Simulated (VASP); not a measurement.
Wanted: the native input for a VASP 6.6.1 run.

```yaml
Task: single point
Functional: PBE
Potentials_or_basis: VASP PAW PBE potentials, release 64 (Mg, Fe, O)
Cutoff: 600 eV
k_mesh: 5 × 5 × 2
Occupations: gaussian, width 0.2 eV
Spin: collinear spin, ferromagnetic start
Starting_moments: "[0.0, 0.0, 0.0, 0.0, 4.0, 0.0, 0.0, 0.0] μB"
Dipole_correction: no
Further_INCAR_settings: ALGO = Normal; EDIFF = 1e-06; NBANDS = 31
```

The structure of Mg4FeO3 lies in POSCAR:

```
Mg4FeO3
1.0
    3.9099355233      0.0000000000      0.0000000000
    0.0000000000      3.9099355233      0.0000000000
    0.0000000000      0.0000000000      7.7207308625
Mg Fe O
4 1 3
Direct
    0.5000000000      0.0000000000      0.8066922667
    0.0000000000      0.5000000000      0.8066922667
    0.5000000000      0.0000000000      0.1933077333
    0.0000000000      0.5000000000      0.1933077333
    0.0000000000      0.0000000000      0.5000000000
    0.5000000000      0.5000000000      0.8058156973
    0.5000000000      0.5000000000      0.1941843027
    0.0000000000      0.0000000000      0.0000000000
```

The cell was built from a structure type or drawn by symmetry, and may not be a known phase.

One way to write it, as run:

INCAR

```
SYSTEM = Mg4FeO3
  PREC = Accurate
  ENCUT = 600
  EDIFF = 1E-6
  ISMEAR = 0
  SIGMA = 0.2
  LREAL = .False.
  LASPH = .True.
  NELM = 200
  ALGO = Normal
  ISIF = 2
  LWAVE = .False.
  LCHARG = .True.
  ISPIN = 2
  MAGMOM = 0 0 0 0 4 0 0 0
  LORBIT = 11
  LMAXMIX = 4
  GGA = PE
  LELF = .True.
  LVHAR = .True.
  NBANDS = 31
  GGA_COMPAT = .False.
```

KPOINTS

```
regular mesh
0
Gamma
  5 5 2
  0 0 0
```

Potentials or basis: VASP PAW PBE potentials, release 64 (Mg, Fe, O).

The run is started by

```bash
$ cat potpaw_PBE.64/Mg/POTCAR potpaw_PBE.64/Fe/POTCAR potpaw_PBE.64/O/POTCAR > POTCAR
$ mpirun -np 1 vasp_std > vasp.out
```

Results of the run:

- Pressure: -0.1 GPa
- Largest force: 0.062 eV/Å
- Net moment: 3.00 μB per cell
- Site moments: Mg -0.00; Fe +2.87; O +0.00, -0.01 (each value once) μB
- Valence electrons inside the program's atomic spheres: Mg 0.39; Fe 6.74; O 5.09, 4.91 (each value once)

Caveat: the k points lie up to 0.41 Å⁻¹ apart; a cell with one magnetic atom can't hold antiferromagnetic order, which such compounds often take.

Wall time 70 s on 1 thread of AMD EPYC 9R45 (Zen 5), on a shared host, peak memory 0.31 GiB.
